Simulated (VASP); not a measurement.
# CdSe (Fm-3m) in VASP: settings compared, part 2 of 2

VASP 6.6.1. Earlier steps stand in the parts before.

**3. Single point, PBE+D3(BJ), collinear spin, ferromagnetic start**

Input file INCAR:

```
SYSTEM = CdSe
PREC = Accurate
ENCUT = 520
EDIFF = 1E-6
ISMEAR = 0
SIGMA = 0.1
LREAL = .FALSE.
LASPH = .TRUE.
NELM = 150
ALGO = Normal
ISIF = 2
LWAVE = .FALSE.
LCHARG = .TRUE.
ISPIN = 2
MAGMOM = 0.07 0.76
LORBIT = 11
GGA = PE
IVDW = 12
LELF = .TRUE.
LVHAR = .TRUE.
NBANDS = 20
ISYM = 0
```

Input file KPOINTS:

```
Automatic mesh
0
G
  1 2 1
  0 0 0
```

Input file POSCAR:

```
CdSe
1.0
    0.0000000000      2.8739580000      2.8739580000
    2.8739580000      0.0000000000      2.8739580000
    2.8739580000      2.8739580000      0.0000000000
Cd Se
1 1
Direct
    0.0000000000      0.0000000000      0.0000000000
    0.5000000000      0.5000000000      0.5000000000
```

Potentials or basis: VASP PAW PBE potentials, release 64 (Cd, Se).

Command:

```bash
> cat potpaw_PBE.64/Cd/POTCAR potpaw_PBE.64/Se/POTCAR > POTCAR
> mpirun -np 1 vasp_std > vasp.out
```

OUTCAR:

```text
SYSTEM = CdSe
   PREC = Accurate
   ENCUT = 520
   EDIFF = 1E-6
   ISMEAR = 0
   LREAL = .FALSE.
   LASPH = .TRUE.
   NELM = 150
   ISIF = 2
   ISPIN = 2
   LORBIT = 11
   GGA = PE
   IVDW = 12
   ISYM = 0
 IVDW          = 12

 ion  position               nearest neighbor table
   1  0.000  0.000  0.000-   2 2.87   2 2.87   2 2.87   2 2.87   2 2.87   2 2.87
   2  0.500  0.500  0.500-   1 2.87   1 2.87   1 2.87   1 2.87   1 2.87   1 2.87

IMPORTANT INFORMATION: All symmetrisations will be switched off!
NOSYMM: (Re-)initialisation of all symmetry stuff for point group C_1.

----------------------------------------------------------------------------------------

                                     Primitive cell

  volume of cell :      47.4757

  direct lattice vectors                    reciprocal lattice vectors
     0.000000000  2.873958000  2.873958000    -0.173976098  0.173976098  0.173976098
     2.873958000  0.000000000  2.873958000     0.173976098 -0.173976098  0.173976098
     2.873958000  2.873958000  0.000000000     0.173976098  0.173976098 -0.173976098

  length of vectors
     4.064390381  4.064390381  4.064390381     0.301335442  0.301335442  0.301335442

  position of ions in fractional coordinates (direct lattice)
     0.000000000  0.000000000  0.000000000
     0.500000000  0.500000000  0.500000000

  ion indices of the primitive-cell ions
   primitive index   ion index
                 1           1
                 2           2

----------------------------------------------------------------------------------------

 KPOINTS: Automatic mesh

Automatic generation of k-mesh.
 Grid dimensions read from file:
 generate k-points for:    1    2    1

 Generating k-lattice:

  Cartesian coordinates                     Fractional coordinates (reciprocal lattice)
    -0.173976098  0.173976098  0.173976098     1.000000000  0.000000000  0.000000000
     0.086988049 -0.086988049  0.086988049     0.000000000  0.500000000  0.000000000
     0.173976098  0.173976098 -0.173976098     0.000000000  0.000000000  1.000000000

  Length of vectors
     0.301335442  0.150667721  0.301335442

  Shift w.r.t. Gamma in fractional coordinates (k-lattice)
     0.000000000  0.000000000  0.000000000

 -----------------------------------------------------------------------------
|                                                                             |
|           W    W    AA    RRRRR   N    N  II  N    N   GGGG   !!!           |
|           W    W   A  A   R    R  NN   N  II  NN   N  G    G  !!!           |
|           W    W  A    A  R    R  N N  N  II  N N  N  G       !!!           |
|           W WW W  AAAAAA  RRRRR   N  N N  II  N  N N  G  GGG   !            |
|           WW  WW  A    A  R   R   N   NN  II  N   NN  G    G                |
|           W    W  A    A  R    R  N    N  II  N    N   GGGG   !!!           |
|                                                                             |
|     Your reciprocal lattice and k-lattice belong to different lattice       |
|     classes:                                                                |
|                                                                             |
|        The reciprocal lattice is body-centered cubic,                       |
|        whereas your k-lattice is rhombohedral (trigonal).                   |
|                                                                             |
|     Results are often still useful ...                                      |
|                                                                             |
 -----------------------------------------------------------------------------

[... 34 lines left out ...]
   IBRION =     -1    ionic relax: 0-MD 1-quasi-New 2-CG
   NFREE  =      0    steps in history (QN), initial steepest desc. (CG)
   ISIF   =      2    stress and relaxation
   ISYM   =      0    0-nonsym 1-usesym 2-fastsym
   POTIM  = 0.5000    time-step for ionic-motion
   TEBEG  =    0.0;   TEEND  =   0.0 temperature during run
   PSTRESS=    0.0 pullay stress
   NELECT =      18.0000    total number of electrons
   NUPDOWN=      -1.0000    fix difference up-down
   EMIN   =  10.00;   EMAX   =-10.00  energy-range for DOS
   EFERMI =   0.00;   METHOD = LEGACY
   ISMEAR =     0;   SIGMA  =   0.10  broadening in eV -4-tet -1-fermi 0-gaus
   EFERMI_NEDOS =   21; number of points for ismear=-14 and -15
   IALGO  =     38    algorithm
   IMIX   =      4    mixing-type and parameters
     AMIX     =   0.40;   BMIX     =  1.00
     AMIX_MAG =   1.60;   BMIX_MAG =  1.00
  volume/ion in A,a.u.               =      23.74       160.19
  Fermi-wavevector in a.u.,A,eV,Ry     =   1.184882  2.239103 19.101849  1.403946
  Thomas-Fermi vector in A             =   2.321088
   LORBIT       =     11    0 simple, 1 ext, 2 COOP (PROOUT), +10 PAW based schemes
   GGA     = PE    functional components
   LHFCALC =     F    Hartree Fock is set to
   AEXX    =    0.0000 exact exchange contribution
   IVDW    =    12    specifies the selected vdW correction
   LEPSILON=     F    determine dielectric tensor
   LRPA    =     F    only Hartree local field effects (RPA)
 spin polarized calculation
 Gauss-broadening in eV      SIGMA  =   0.10
  energy-cutoff  :      520.00
  volume of cell :       47.48
 maximum number of plane-waves:      1260
 NGX is ok and might be reduce to    30
   NGX = 15   NGY = 15   NGZ = 15

 number of electron      18.0000000 magnetization       0.8300000

 number of electron      18.0000008 magnetization      -0.9996259

 Free energy of the ion-electron system (eV)
  ---------------------------------------------------
  ext. energy  EPLUGINS =         0.00000000
  ---------------------------------------------------
  free energy    TOTEN  =         0.19119441 eV

  energy without entropy =        0.19131448  energy(sigma->0) =        0.19125444

 E-fermi :   2.9004     XC(G=0):  -9.8189

 val. band max:        2.6643582226   @ k =   0.0000   0.0000   0.0000
 cond. band min:       3.1481606537   @ k =   0.0000   0.5000   0.0000
 fundamental gap:      0.4838024310
 Fermi energy:         2.9003825931

 spin component 1

 k-point     1 :       0.0000    0.0000    0.0000
  band No.  band energies     occupation
      1      -9.7308      1.00000
      2      -5.8119      1.00000
      3      -5.8008      1.00000
      4      -5.8008      1.00000
      5      -5.7564      1.00000
      6      -5.7564      1.00000
[... 22 lines left out ...]
      6      -5.6676      1.00000
[... 12 lines left out ...]
     19      17.6959      0.00000
     20      23.8244      0.00000
 Fermi energy:         2.9003825931

 spin component 2

 k-point     1 :       0.0000    0.0000    0.0000
  band No.  band energies     occupation
      1     -10.3739      1.00000
      2      -5.8567      1.00000
      3      -5.8567      1.00000
      4      -5.8409      1.00000
      5      -5.8134      1.00000
      6      -5.8134      1.00000
[... 35 lines left out ...]
     19      17.3433      0.00000
     20      23.3957      0.00000

------------------------ aborting loop because EDIFF is reached ----------------------------------------

 Edisp (eV)   -0.77558

 E8    (eV) :    -0.3346

  FORCE on cell =-STRESS in cart. coord.  units (eV):
  Direction    XX          YY          ZZ          XY          YZ          ZX
  --------------------------------------------------------------------------------------
  -------------------------------------------------------------------------------------
  Total       8.47935     8.47931     8.47935    -1.38619    -1.38619     1.38621
  in kB     286.15539   286.15412   286.15531   -46.78017   -46.78015    46.78089
  external pressure =      286.15 kB  Pullay stress =        0.00 kB

 VOLUME and BASIS-vectors are now :
 -----------------------------------------------------------------------------
  energy-cutoff  :      520.00
  volume of cell :       47.48
      direct lattice vectors                 reciprocal lattice vectors
     0.000000000  2.873958000  2.873958000    -0.173976098  0.173976098  0.173976098
     2.873958000  0.000000000  2.873958000     0.173976098 -0.173976098  0.173976098
     2.873958000  2.873958000  0.000000000     0.173976098  0.173976098 -0.173976098

 POSITION                                       TOTAL-FORCE (eV/Angst)
 -----------------------------------------------------------------------------------
      0.00000      0.00000      0.00000         0.000000      0.000000      0.000000
      2.87396      2.87396      2.87396        -0.000000     -0.000000     -0.000000
 -----------------------------------------------------------------------------------
    total drift:                               -0.000000     -0.000000     -0.000000

  FREE ENERGIE OF THE ION-ELECTRON SYSTEM (eV)
  ---------------------------------------------------
  free  energy   TOTEN  =        -0.5843837623 eV

  energy  without entropy=       -0.5842636925  energy(sigma->0) =       -0.58432373

 total charge

# of ion       s       p       d       tot
------------------------------------------
    1        0.629   0.138   9.472  10.240
    2        1.544   2.452   0.009   4.005
--------------------------------------------------
tot          2.173   2.591   9.481  14.245

 magnetization (x)

# of ion       s       p       d       tot
------------------------------------------
    1        0.009   0.010  -0.079  -0.060
    2       -0.013  -0.577  -0.000  -0.590
--------------------------------------------------
tot         -0.004  -0.567  -0.079  -0.650
```

OSZICAR:

```text
N       E                     dE             d eps       ncg     rms          rms(c)
DAV:   1     0.115049595878E+03    0.11505E+03   -0.85191E+03   168   0.783E+02
DAV:   2     0.384428747167E+01   -0.11121E+03   -0.99935E+02   188   0.209E+02
DAV:   3    -0.924430048284E+00   -0.47687E+01   -0.46055E+01   160   0.433E+01
DAV:   4    -0.939810258579E+00   -0.15380E-01   -0.15379E-01   176   0.263E+00
DAV:   5    -0.939861619787E+00   -0.51361E-04   -0.51361E-04   164   0.136E-01    0.739E+00
DAV:   6     0.358352605773E+00    0.12982E+01   -0.15537E+00   192   0.112E+01    0.933E+00
DAV:   7     0.257796568343E+00   -0.10056E+00   -0.13495E-01   160   0.211E+00    0.515E+00
DAV:   8     0.267630759092E+00    0.98342E-02   -0.18774E-01   176   0.207E+00    0.372E+00
DAV:   9     0.219952608423E+00   -0.47678E-01   -0.13048E-02   160   0.564E-01    0.174E+00
DAV:  10     0.193426462264E+00   -0.26526E-01   -0.10686E-02   176   0.460E-01    0.679E-01
DAV:  11     0.191605797896E+00   -0.18207E-02   -0.34007E-03   160   0.298E-01    0.200E-01
DAV:  12     0.191223673265E+00   -0.38212E-03   -0.37022E-04   176   0.936E-02    0.394E-02
DAV:  13     0.191203273034E+00   -0.20400E-04   -0.18177E-05   164   0.237E-02    0.230E-02
DAV:  14     0.191195849882E+00   -0.74232E-05   -0.72972E-06   176   0.138E-02    0.590E-03
DAV:  15     0.191194832474E+00   -0.10174E-05   -0.13000E-06   152   0.632E-03    0.707E-03
DAV:  16     0.191194405655E+00   -0.42682E-06   -0.17613E-07   128   0.248E-03
   1 F= -.58438376E+00 E0= -.58432373E+00  d E =-.120070E-03  mag=    -0.9999
```

It used 9.6 s of CPU time on 1 thread of AMD EPYC 7R13 Processor (Zen 3), with other jobs on the host.

What came out:

```yaml
Free_energy: -0.5844 eV
Pressure: 28.6 GPa
Net_moment: -1.00 μB per cell
Site_moments: Cd -0.06; Se -0.59 μB
Valence_electrons_inside_the_program's_atomic_spheres: Cd 10.24; Se 4.00
Dispersion_energy_per_atom: -0.388 eV
```

Caveat: the k points lie up to 1.89 Å⁻¹ apart; three body term missing; pairwise dispersion overbinds metals, which lowers pressure and volume.

**4. Single point, PBE**

Input file INCAR:

```
ALGO = Normal
EDIFF = 1E-7
ENCUT = 520
GGA = PE
ISIF = 2
ISMEAR = 0
LASPH = True
LCHARG = True
LELF = True
LREAL = False
LVHAR = True
LWAVE = False
NBANDS = 16
NELM = 80
PREC = Accurate
SIGMA = 0.1
```

Input file KPOINTS:

```
k-points
0
Gamma
  4 4 4
```

POSCAR is that of step 3.

Command:

```bash
> cat potpaw_PBE.64/Cd/POTCAR potpaw_PBE.64/Se/POTCAR > POTCAR
> mpirun -np 1 vasp_std > vasp.out
```

It used 7 s of CPU time on 1 thread of AMD EPYC 7R13 Processor (Zen 3), on a shared host.

Results (log left out):

```yaml
Free_energy: -5.1301 eV
Pressure: 0.4 GPa
Band_gap_on_the_k_mesh: zero (band 9 reaches 2.21 eV, above the bottom of band 10 at 1.83 eV)
```

Levels at points of the mesh, in eV from the Fermi level:
| k point | band 6 | band 7 | band 8 | band 9 | band 10 | band 11 | band 12 | band 13 |
| --- | --- | --- | --- | --- | --- | --- | --- | --- |
| (0.00, 0.00, 0.00) | -7.85 | -0.58 | -0.58 | -0.58 | 0.12 | 8.68 | 8.68 | 8.68 |
| (0.50, 0.00, 0.00) | -7.72 | -4.89 | -0.02 | -0.02 | 3.07 | 5.30 | 5.30 | 5.94 |
| (0.50, 0.50, 0.00) | -7.19 | -4.04 | -2.02 | -2.02 | -0.41 | 5.51 | 9.74 | 10.33 |

Caveat: the k points lie up to 0.47 Å⁻¹ apart.
